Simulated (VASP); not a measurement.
## SrCaI2: single point with PBE

Crystal: SrCaI2.

```
CELL_PARAMETERS angstrom
4.09319 0.00000 0.00000
0.00000 4.09319 0.00000
0.00000 0.00000 8.14194
ATOMIC_POSITIONS crystal
Sr 0.00000 0.00000 0.50000
Ca 0.00000 0.00000 0.00000
I 0.50000 0.50000 0.24963
I 0.50000 0.50000 0.75037
```

```json
{"Program": "VASP 6.6.1", "Task": "single point", "Functional": "PBE", "Potentials or basis": "VASP PAW PBE potentials, release 64 (Sr_sv, Ca_sv, I)", "Cutoff": "520 eV", "k mesh": "12 × 12 × 6", "Occupations": "gaussian, width 0.1 eV", "Spin": "no spin polarisation", "Dipole correction": "no", "Further INCAR settings": "ALGO = Fast; EDIFF = 1e-06; NBANDS = 25"}
```

```json
{
  "Pressure": "0.0 GPa",
  "Band gap on the k mesh": "zero (bands 17 and 18 overlap by 1.38 eV)"
}
```

Forces in eV/Å, atoms in the order of the input:
```
Sr   0.000  0.000  0.000
Ca   0.000  0.000  0.000
I    0.000  0.000  0.003
I    0.000  0.000 -0.003
```

Levels at points of the mesh, in eV from the Fermi level:
```csv
k point,band 13,band 14,band 15,band 16,band 17,band 18,band 19,band 20,band 21,band 22
"(0.00, 0.00, 0.00)",-4.30,-4.28,-4.28,-4.26,-1.18,-0.64,-0.61,0.34,1.31,2.29
"(0.50, 0.00, 0.00)",-6.04,-4.29,-4.24,-3.78,-1.29,0.34,0.75,1.30,1.31,1.32
"(0.50, 0.50, 0.00)",-6.07,-6.06,-6.06,-3.74,-1.31,0.79,1.02,1.02,1.03,1.36
"(0.00, 0.00, 0.50)",-4.33,-4.33,-4.24,-4.24,-0.32,-0.18,-0.11,-0.10,1.02,1.33
"(0.50, 0.00, 0.50)",-5.37,-5.21,-4.07,-4.04,-0.21,-0.19,1.05,1.10,1.66,1.80
"(0.50, 0.50, 0.50)",-5.97,-5.97,-5.18,-5.09,-0.43,-0.42,1.02,1.02,1.27,1.27
```

Wall time 9.4 min on 1 thread of Intel(R) Xeon(R) Platinum 8488C (Sapphire Rapids), with other jobs on the host, peak memory 0.53 GiB.

Caveat: spin-orbit coupling is left out, which moves the levels of the heavy elements.
